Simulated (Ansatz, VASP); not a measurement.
## Two plane-wave programs on AlCo

```
CELL_PARAMETERS angstrom
2.73482 0.00000 0.00000
0.00000 2.73482 0.00000
0.00000 0.00000 2.73482
ATOMIC_POSITIONS crystal
Al 0.00000 0.00000 0.00000
Co 0.50000 0.50000 0.50000
```

Change from the starting cell: strain -0.030 along x and y, -0.030 along z, atoms carried along.

Alike in both runs: task single point; functional PBEsol; k mesh 16 × 16 × 16; occupations gaussian, width 0.15 eV; no spin polarisation.

```csv
,VASP,Ansatz
version,VASP 6.6.1,Ansatz 0.2.0
potentials or method,"VASP PAW PBE potentials, release 64 (Al, Co), cutoff 520 eV","scalar-relativistic, plane waves, PAW"
valence electrons in the cell,12,20
```

Ansatz gave:

```
gap on the k mesh at the Fermi level (eV) : none
pressure (GPa)                            : 22.5
```

**Question.** Estimate VASP's values.

**Answer.** gap on the k mesh at the Fermi level (eV): none; pressure (GPa): 22.6.

VASP's potentials were made for PBE, not for PBEsol. A gap of «none» marks a metal or a gap that the smearing closes. VASP's potentials hold 12 valence electrons a cell and Ansatz's 20, so a difference there can come from the potentials and not from the codes.
